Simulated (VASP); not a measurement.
## Al3BAs4: single point with PBE

The system is Al3BAs4.

```
Al B As
1.0
     3.88188    0.00000    0.00000
    -1.94094    3.36181    0.00000
     0.00000    0.00000   12.96248
Al B As
3 1 4
Direct
  0.33333 0.66667 0.01173
  0.33333 0.66667 0.48968
  0.66667 0.33333 0.75063
  0.66667 0.33333 0.25599
  0.33333 0.66667 0.20463
  0.33333 0.66667 0.67991
  0.66667 0.33333 0.41840
  0.66667 0.33333 0.94103
```

```json
{
 "Program": "VASP 6.6.1",
 "Task": "single point",
 "Functional": "PBE",
 "Potentials or basis": "VASP PAW PBE potentials, release 64 (Al, B, As)",
 "Cutoff": "520 eV",
 "k mesh": "12 × 12 × 4",
 "Occupations": "gaussian, width 0.01 eV",
 "Spin": "no spin polarisation"
}
```

```json
{"Pressure": "0.2 GPa", "Largest force": "0.028 eV/Å", "Band gap on the k mesh": "0.15 eV, direct"}
```

Forces on the atoms (eV/Å):
```
Al   0.000  0.000  0.012
Al   0.000  0.000  0.005
Al   0.000  0.000  0.004
B    0.000  0.000 -0.028
As   0.000  0.000 -0.002
As   0.000  0.000 -0.004
As   0.000  0.000  0.017
As   0.000  0.000 -0.003
```

Levels at points of the mesh, in eV from the valence-band top:
| k point | band 12 | band 13 | band 14 | band 15 | band 16 | band 17 | band 18 | band 19 | band 20 | band 21 |
| --- | --- | --- | --- | --- | --- | --- | --- | --- | --- | --- |
| (0.00, 0.00, 0.00) | -0.55 | -0.49 | -0.49 | 0.00 | 0.00 | 0.15 | 2.06 | 2.46 | 2.81 | 2.95 |
| (0.50, 0.00, 0.00) | -2.44 | -2.08 | -2.05 | -1.77 | -1.11 | 0.95 | 1.61 | 1.67 | 2.53 | 2.92 |
| (0.00, 0.00, 0.50) | -0.83 | -0.32 | -0.32 | -0.10 | -0.10 | 0.27 | 2.28 | 2.83 | 2.96 | 2.96 |
| (0.50, 0.00, 0.50) | -2.26 | -2.20 | -1.96 | -1.50 | -1.28 | 0.96 | 1.60 | 1.78 | 1.88 | 3.31 |

Wall time 4.2 min on 1 thread of Intel(R) Xeon(R) Platinum 8559C (Emerald Rapids), on a shared host, peak memory 0.45 GiB.

A k mesh can miss the band edges.
